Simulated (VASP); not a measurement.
# WSe2 (P6_3/mmc) in VASP: notebook, part 2 of 2

VASP 6.6.1. Earlier steps stand in the parts before.

## 3. Relaxation of cell and atoms, PBE+D4

This run uses another cell than the first one, of 19.84 Å³/atom.

Contents of INCAR:

```
SYSTEM = WSe2
ALGO = Normal ; EDIFF = 1E-6
EDIFFG = -0.005 ; ENCUT = 600
GGA = PE ; IBRION = 2
ISIF = 3 ; ISMEAR = -1
IVDW = 13 ; LASPH = .True.
LCHARG = .False. ; LREAL = .False.
LWAVE = .False. ; NELM = 100
NSW = 80 ; PREC = Accurate
SIGMA = 0.02
```

Contents of KPOINTS:

```
k-points
0
Gamma
  12 12 2
  0 0 0
```

Contents of POSCAR:

```
WSe2
1.0
    3.2790167217      0.0000000000      0.0000000000
   -1.6395083608      2.8397117804      0.0000000000
    0.0000000000      0.0000000000     12.7829324063
W Se
2 4
Direct
    0.6666666667      0.3333333333      0.7500000000
    0.3333333333      0.6666666667      0.2500000000
    0.3333333333      0.6666666667      0.8817581117
    0.6666666667      0.3333333333      0.3817581117
    0.3333333333      0.6666666667      0.6182418883
    0.6666666667      0.3333333333      0.1182418883
```

Potentials or basis: VASP PAW PBE potentials, release 64 (W_sv, Se).

The run is started by

```sh
$ cat potpaw_PBE.64/W_sv/POTCAR potpaw_PBE.64/Se/POTCAR > POTCAR
$ mpirun -np 1 vasp_std > vasp.out
```

OUTCAR:

```text
SYSTEM = WSe2
   EDIFF = 1E-6
   EDIFFG = -0.005
   ENCUT = 600
   GGA = PE
   IBRION = 2
   ISIF = 3
   ISMEAR = -1
   IVDW = 13
   LASPH = .True.
   LREAL = .False.
   NELM = 100
   NSW = 80
   PREC = Accurate

 ion  position               nearest neighbor table
   1  0.667  0.333  0.750-   3 2.53   5 2.53   3 2.53   5 2.53   3 2.53   5 2.53
   2  0.333  0.667  0.250-   4 2.53   6 2.53   4 2.53   6 2.53   4 2.53   6 2.53
   3  0.333  0.667  0.882-   1 2.53   1 2.53   1 2.53
   4  0.667  0.333  0.382-   2 2.53   2 2.53   2 2.53
   5  0.333  0.667  0.618-   1 2.53   1 2.53   1 2.53
   6  0.667  0.333  0.118-   2 2.53   2 2.53   2 2.53

  LATTYP: Found a hexagonal cell.
 ALAT       =     3.2790167217
 C/A-ratio  =     3.8984041532

  Lattice vectors:

 A1 = (   3.2790167217,   0.0000000000,   0.0000000000)
 A2 = (  -1.6395083608,   2.8397117804,   0.0000000000)
 A3 = (   0.0000000000,   0.0000000000,  12.7829324063)

Analysis of symmetry for initial positions (statically):
=====================================================================
 Subroutine PRICEL returns:
 Original cell was already a primitive cell.

 Routine SETGRP: Setting up the symmetry group for a
 hexagonal supercell.

 Subroutine GETGRP returns: Found 24 space group operations
 (whereof 12 operations were pure point group operations)
 out of a pool of 24 trial point group operations.

The static configuration has the point symmetry D_3d.
 The point group associated with its full space group is D_6h.

Analysis of symmetry for dynamics (positions and initial velocities):
=====================================================================
 Subroutine PRICEL returns:
 Original cell was already a primitive cell.

 Routine SETGRP: Setting up the symmetry group for a
 hexagonal supercell.

 Subroutine GETGRP returns: Found 24 space group operations
 (whereof 12 operations were pure point group operations)
 out of a pool of 24 trial point group operations.

The dynamic configuration has the point symmetry D_3d.
 The point group associated with its full space group is D_6h.

 Subroutine INISYM returns: Found 24 space group operations
 (whereof 12 operations are pure point group operations),
 and found     1 'primitive' translations

[... 123 lines left out ...]
  volume/ion in A,a.u.               =      19.84       133.87
  Fermi-wavevector in a.u.,A,eV,Ry     =   1.242205  2.347426 20.994774  1.543072
  Thomas-Fermi vector in A             =   2.376569
   LORBIT       =      0    0 simple, 1 ext, 2 COOP (PROOUT), +10 PAW based schemes
   GGA     = PE    functional components
   LHFCALC =     F    Hartree Fock is set to
   AEXX    =    0.0000 exact exchange contribution
   IVDW    =    13    specifies the selected vdW correction
   LEPSILON=     F    determine dielectric tensor
   LRPA    =     F    only Hartree local field effects (RPA)
 conjugate gradient relaxation of ions
 non-spin polarized calculation
  energy-cutoff  :      600.00
  volume of cell :      119.03
 maximum number of plane-waves:      4047
 NGX is ok and might be reduce to    28
   NGX = 13   NGY = 13   NGZ = 51

--------------------------------------- Ionic step        1  -------------------------------------------

 number of electron      52.0000002 magnetization

 Free energy of the ion-electron system (eV)
  ---------------------------------------------------
  ext. energy  EPLUGINS =         0.00000000
  ---------------------------------------------------
  free energy    TOTEN  =       -43.07717988 eV

  energy without entropy =      -43.07717988  energy(sigma->0) =      -43.07717988

------------------------ aborting loop because EDIFF is reached ----------------------------------------

  DFT-D4 for vdW energy calculation

  Edisp (eV):   -2.98818
[... 117 lines left out ...]
  FREE ENERGIE OF THE ION-ELECTRON SYSTEM (eV)
  ---------------------------------------------------
  free  energy   TOTEN  =       -46.0660126340 eV

  energy  without entropy=      -46.0660126340  energy(sigma->0) =      -46.06601263

[... ionic steps 4 to 13 ...]

--------------------------------------- Ionic step       14  -------------------------------------------

 number of electron      52.0000000 magnetization

------------------------ aborting loop because EDIFF is reached ----------------------------------------
[... 83 lines left out ...]
--------------------------------------- Ionic step       16  -------------------------------------------

 number of electron      52.0000000 magnetization

 Free energy of the ion-electron system (eV)
  ---------------------------------------------------
  ext. energy  EPLUGINS =         0.00000000
  ---------------------------------------------------
  free energy    TOTEN  =       -43.09625007 eV

  energy without entropy =      -43.09625007  energy(sigma->0) =      -43.09625007

 E-fermi :   6.8363     XC(G=0): -10.8621

 val. band max:        6.4326644599   @ k =   0.0000   0.0000   0.0000
 cond. band min:       7.3446936087   @ k =   0.1667   0.1667   0.0000
 fundamental gap:      0.9120291488
 Fermi energy:         6.8362860938

 k-point     1 :       0.0000    0.0000    0.0000
  band No.  band energies     occupation
      1     -67.8932      2.00000
      2     -67.8931      2.00000
      3     -32.1410      2.00000
      4     -32.1409      2.00000
      5     -32.0043      2.00000
      6     -32.0043      2.00000
[... 805 lines left out ...]
     30       8.4427      0.00000
     31       9.6386      0.00000

 [... further k-points ...]

------------------------ aborting loop because EDIFF is reached ----------------------------------------

  DFT-D4 for vdW energy calculation

  Edisp (eV):   -2.97003
[... 29 lines left out ...]
  FREE ENERGIE OF THE ION-ELECTRON SYSTEM (eV)
  ---------------------------------------------------
  free  energy   TOTEN  =       -46.0662770425 eV

  energy  without entropy=      -46.0662770425  energy(sigma->0) =      -46.06627704

 reached required accuracy - stopping structural energy minimisation
```

It took 13 min on 1 thread of AMD EPYC 9R45 (Zen 5), shared host; peak memory 0.36 GiB.

What came out:

```yaml
Free_energy: -46.0663 eV
Relaxed_volume: 19.97 Å³/atom
Relaxed_cell: a = 3.281 Å, b = 3.281 Å, c = 12.852 Å, α = 90.00°, β = 90.00°, γ = 120.00°
Space_group_after_relaxing_to_0.1_Å: P6_3/mmc (No. 194)
Energy_gained_by_relaxing: 0.2 meV/atom
Ionic_steps: 16
Pressure_after_relaxing: 0.0 GPa
Largest_force_after_relaxing: 0.004 eV/Å
Band_gap_on_the_k_mesh: 0.91 eV (least direct gap 1.57 eV)
Dispersion_energy_per_atom: -0.495 eV
```

Forces in eV/Å, atoms in the order of the input:
```
W    0.000  0.000  0.000
W    0.000  0.000  0.000
Se   0.000  0.000 -0.004
Se   0.000  0.000 -0.004
Se   0.000  0.000  0.004
Se   0.000  0.000  0.004
```

The path:
```tsv
step	energy change (eV)	largest force (eV/Å)	pressure (GPa)	volume (Å³)
1	0.0000	0.0484	0.49	119.03
2	0.0022	0.1590	-1.00	120.07
3	-0.0007	0.0219	0.00	119.37
4	-0.0007	0.0196	-0.01	119.36
5	-0.0005	0.0145	0.23	119.20
6	-0.0007	0.0172	0.02	119.35
7	-0.0007	0.0161	0.03	119.39
8	-0.0008	0.0132	0.05	119.50
9	-0.0007	0.0088	0.09	119.72
10	-0.0009	0.0124	0.06	119.58
11	-0.0009	0.0086	0.05	119.67
12	-0.0009	0.0005	-0.05	119.91
13	-0.0009	0.0038	-0.04	119.83
14	-0.0009	0.0042	-0.03	119.80
15	-0.0009	0.0049	-0.02	119.78
16	-0.0009	0.0044	0.01	119.79
```

Final structure:
```
W Se
1.0
     3.28065    0.00000    0.00000
    -1.64033    2.84113    0.00000
     0.00000    0.00000   12.85218
W Se
2 4
Direct
  0.66667 0.33333 0.75000
  0.33333 0.66667 0.25000
  0.33333 0.66667 0.88130
  0.66667 0.33333 0.38130
  0.33333 0.66667 0.61870
  0.66667 0.33333 0.11870
```

Levels at points of the mesh, in eV from the valence-band top:
```csv
k point,band 22,band 23,band 24,band 25,band 26,band 27,band 28,band 29,band 30,band 31
"(0.00, 0.00, 0.00)",-1.43,-1.43,-1.18,-0.99,0.00,2.65,2.65,2.70,2.70,2.71
"(0.50, 0.00, 0.00)",-2.43,-1.46,-1.34,-1.28,-1.04,2.17,2.22,2.29,2.70,2.93
"(0.00, 0.00, 0.50)",-1.46,-1.46,-1.46,-0.21,-0.21,2.65,2.65,2.65,2.65,2.85
"(0.50, 0.00, 0.50)",-2.60,-1.35,-1.35,-1.19,-1.19,2.19,2.19,2.53,2.53,3.36
```

Caveat: spin-orbit coupling is left out, which moves the levels of the heavy elements.

## 4. Relaxation of cell and atoms, r2SCAN+rVV10

This run uses another cell than the first one, of 19.84 Å³/atom.

POSCAR is that of step 3.

Contents of INCAR.step1:

```
ALGO = Normal
EDIFF = 1E-4
ENCUT = 600
GGA = PE
ISMEAR = -1
LASPH = True
LCHARG = False
LREAL = False
LWAVE = True
NELM = 60
PREC = Accurate
SIGMA = 0.02
```

Contents of INCAR.step2:

```
ALGO = Normal
BPARAM = 11.95
CPARAM = 0.0093
EDIFF = 1E-6
EDIFFG = -0.005
ENCUT = 600
IBRION = 2
ISIF = 3
ISMEAR = -1
ISTART = 1
IVDW_NL = 2
LASPH = True
LCHARG = False
LMIXTAU = True
LREAL = False
LUSE_VDW = True
LWAVE = False
METAGGA = R2SCAN
NELM = 60
NSW = 80
PREC = Accurate
SIGMA = 0.02
```

Contents of KPOINTS:

```
k-points
0
Gamma
  12 12 2
```

Potentials or basis: VASP PAW PBE potentials, release 64 (W_sv, Se).

The run is started by

```sh
$ cat potpaw_PBE.64/W_sv/POTCAR potpaw_PBE.64/Se/POTCAR > POTCAR
$ cp INCAR.step1 INCAR
$ mpirun -np 1 vasp_std > vasp.out
$ cp INCAR.step2 INCAR
$ mpirun -np 1 vasp_std > vasp.out
```

OUTCAR:

```text
BPARAM = 11.95
   EDIFF = 1E-6
   EDIFFG = -0.005
   ENCUT = 600
   IBRION = 2
   ISIF = 3
   ISMEAR = -1
   ISTART = 1
   IVDW_NL = 2
   LASPH = True
   LREAL = False
   METAGGA = R2SCAN
   NELM = 60
   NSW = 80
   PREC = Accurate

 ion  position               nearest neighbor table
   1  0.667  0.333  0.750-   3 2.53   5 2.53   3 2.53   5 2.53   3 2.53   5 2.53
   2  0.333  0.667  0.250-   4 2.53   6 2.53   4 2.53   6 2.53   4 2.53   6 2.53
   3  0.333  0.667  0.882-   1 2.53   1 2.53   1 2.53
   4  0.667  0.333  0.382-   2 2.53   2 2.53   2 2.53
   5  0.333  0.667  0.618-   1 2.53   1 2.53   1 2.53
   6  0.667  0.333  0.118-   2 2.53   2 2.53   2 2.53

  LATTYP: Found a hexagonal cell.
 ALAT       =     3.2790167217
 C/A-ratio  =     3.8984041532
[... 400 lines left out ...]
  ext. energy  EPLUGINS =         0.00000000
  ---------------------------------------------------
  free energy    TOTEN  =      -162.56202156 eV

  energy without entropy =     -162.56202156  energy(sigma->0) =     -162.56202156

 E-fermi :   6.1994     XC(G=0): -11.2915

 val. band max:        5.7964266182   @ k =   0.0000   0.0000   0.0000
 cond. band min:       6.9375330261   @ k =   0.1667   0.1667   0.0000
 fundamental gap:      1.1411064078
 Fermi energy:         6.1994073989

 k-point     1 :       0.0000    0.0000    0.0000
  band No.  band energies     occupation
      1     -70.5116      2.00000
      2     -70.5115      2.00000
      3     -34.0974      2.00000
      4     -34.0974      2.00000
      5     -33.9833      2.00000
      6     -33.9833      2.00000
[... 805 lines left out ...]
     30       7.8822      0.00000
     31       9.1658      0.00000

 [... further k-points ...]

------------------------ aborting loop because EDIFF is reached ----------------------------------------

  FORCE on cell =-STRESS in cart. coord.  units (eV):
  Direction    XX          YY          ZZ          XY          YZ          ZX
  --------------------------------------------------------------------------------------
  -------------------------------------------------------------------------------------
  Total        0.0224653      0.0224653     -0.0012190      0.0000000     -0.0000000      0.0000000
  in kB        0.2888014      0.2888014     -0.0156710      0.0000000     -0.0000000      0.0000000
  external PRESSURE =       0.1873106 kB  Pullay stress =       0.0000000 kB
[... 21 lines left out ...]
  FREE ENERGIE OF THE ION-ELECTRON SYSTEM (eV)
  ---------------------------------------------------
  free  energy   TOTEN  =      -162.5620215556 eV

  energy  without entropy=     -162.5620215556  energy(sigma->0) =     -162.56202156

 reached required accuracy - stopping structural energy minimisation
```

OUTCAR.step1:

```text
EDIFF = 1E-4
   ENCUT = 600
   GGA = PE
   ISMEAR = -1
   LASPH = True
   LREAL = False
[... 1054 lines left out ...]
      1.63951      0.94657      4.87999         0.000000     -0.000000      0.035881
     -0.00000      1.89314      7.90294         0.000000     -0.000000     -0.035881
      1.63951      0.94657      1.51148        -0.000000     -0.000000     -0.035881
 -----------------------------------------------------------------------------------
    total drift:                               -0.000000      0.000000     -0.000000

  FREE ENERGIE OF THE ION-ELECTRON SYSTEM (eV)
  ---------------------------------------------------
  free  energy   TOTEN  =       -43.0771863560 eV

  energy  without entropy=      -43.0771863560  energy(sigma->0) =      -43.07718636
```

Wall time 86 min (1 thread of Intel Xeon Platinum 8488C (Sapphire Rapids), shared host); peak memory 0.7 GiB.

Results:

```yaml
Free_energy: -162.5620 eV
Relaxed_volume: 20.77 Å³/atom
Relaxed_cell: a = 3.305 Å, b = 3.305 Å, c = 13.173 Å, α = 90.00°, β = 90.00°, γ = 120.00°
Space_group_after_relaxing_to_0.1_Å: P6_3/mmc (No. 194)
Energy_gained_by_relaxing: 7.3 meV/atom
Ionic_steps: 11
Pressure_after_relaxing: 0.0 GPa
Band_gap_on_the_k_mesh: 1.14 eV (least direct gap 1.60 eV)
```

The path:
```
step  energy change (eV)  largest force (eV/Å)  pressure (GPa)  volume (Å³)
   1              0.0000                0.2437            1.33       119.03
   2             -0.0174                0.2968           -1.01       121.89
   3             -0.0178                0.2897           -0.69       121.48
   4             -0.0221                0.1252            1.03       121.52
   5             -0.0248                0.0361            0.36       121.50
   6             -0.0333                0.0231            0.27       122.24
   7             -0.0435                0.0068            0.13       124.12
   8             -0.0438                0.0110            0.12       124.48
   9             -0.0438                0.0117            0.11       124.56
  10             -0.0434                0.0528           -0.38       124.91
  11             -0.0438                0.0017            0.02       124.63
```

Final structure:
```xyz
6
Lattice="3.3052 0.0000 0.0000 -1.6526 2.8624 0.0000 0.0000 0.0000 13.1730" Properties=species:S:1:pos:R:3 pbc="T T T"
W     1.6526    0.9541    9.8798
W     0.0000    1.9083    3.2933
Se    0.0000    1.9083   11.5476
Se    1.6526    0.9541    4.9610
Se    0.0000    1.9083    8.2120
Se    1.6526    0.9541    1.6255
```

Levels at points of the mesh, in eV from the valence-band top:
| k point | band 23 | band 24 | band 25 | band 26 | band 27 | band 28 | band 29 | band 30 |
| --- | --- | --- | --- | --- | --- | --- | --- | --- |
| (0.00, 0.00, 0.00) | -1.65 | -1.29 | -1.05 | 0.00 | 2.75 | 2.75 | 2.79 | 2.79 |
| (0.50, 0.00, 0.00) | -1.51 | -1.47 | -1.33 | -1.30 | 2.20 | 2.23 | 2.44 | 2.72 |
| (0.00, 0.00, 0.50) | -1.67 | -1.67 | -0.25 | -0.25 | 2.76 | 2.76 | 2.76 | 2.76 |
| (0.50, 0.00, 0.50) | -1.40 | -1.40 | -1.39 | -1.39 | 2.21 | 2.21 | 2.60 | 2.60 |

Caveat: the PAW data sets were made with another functional, which shifts forces and pressure a little; spin-orbit coupling is left out, which moves the levels of the heavy elements.

## 5. The runs side by side

| task | level | cell | cutoff (eV) | smearing | gap on the mesh (eV) | pressure (GPa) | relaxed volume (Å³/atom) |
| --- | --- | --- | --- | --- | --- | --- | --- |
| single point | r2SCAN | a = 3.300, b = 3.300, c = 13.149 Å, angles 90.0, 90.0, 120.0°, 6 atoms, atomic positions A | 520 | gaussian 0.01 eV | 1.16 | 1.7 | - |
| relaxation of cell and atoms | PBE+D4 | relaxed from a = 3.279, b = 3.279, c = 12.783 Å, angles 90.0, 90.0, 120.0°, 6 atoms, atomic positions B | 600 | fermi-dirac 0.02 eV | 0.91 | 0.0 | 19.97 |
| relaxation of cell and atoms | r2SCAN+rVV10 | relaxed from a = 3.279, b = 3.279, c = 12.783 Å, angles 90.0, 90.0, 120.0°, 6 atoms, atomic positions B | 600 | fermi-dirac 0.02 eV | 1.14 | 0.0 | 20.77 |

Alike in all rows: potentials or basis VASP PAW PBE potentials, release 64 (W_sv, Se); no spin polarisation; k mesh 12 × 12 × 2.

Caveats: spin-orbit coupling is left out, which moves the levels of the heavy elements; the PAW data sets were made with another functional, which shifts forces and pressure a little (at least some runs).

Total energies depend on the potentials used, so only differences within one code and one set of settings carry meaning.
